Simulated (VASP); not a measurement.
# BaS: single point with PBEsol

The system is BaS.

```
Ba S
1.0
     0.00000    3.16603    3.16603
     3.16603    0.00000    3.16603
     3.16603    3.16603    0.00000
Ba S
1 1
Direct
  0.00000 0.00000 0.00000
  0.50000 0.50000 0.50000
```

```
Program                : VASP 6.6.1
Task                   : single point
Functional             : PBEsol
Potentials or basis    : VASP PAW PBE potentials, release 64 (Ba_sv, S)
Cutoff                 : 520 eV
k mesh                 : 7 × 7 × 7
Occupations            : fermi-dirac, width 0.05 eV
Spin                   : no spin polarisation
Dipole correction      : no
Further INCAR settings : ALGO = Normal; EDIFF = 1e-06; NBANDS = 15
```

```yaml
Pressure: 0.7 GPa
Band_gap_on_the_k_mesh: 1.99 eV, indirect (least direct gap 2.13 eV)
```

Levels at points of the mesh, in eV from the valence-band top:
```
           k point  band 6  band 7  band 8  band 9  band 10  band 11
(0.00, 0.00, 0.00)    0.00    0.00    0.00    3.53     3.78     3.78
```

Run time: 18 s on 1 thread of AMD EPYC 7R13 Processor (Zen 3) (shared host), peak memory 0.18 GiB.

Caveat: the PAW data sets were made with another functional, which shifts forces and pressure a little; spin-orbit coupling is left out, which moves the levels of the heavy elements. A hybrid or GW would open this gap; PBEsol tends to underestimate it.
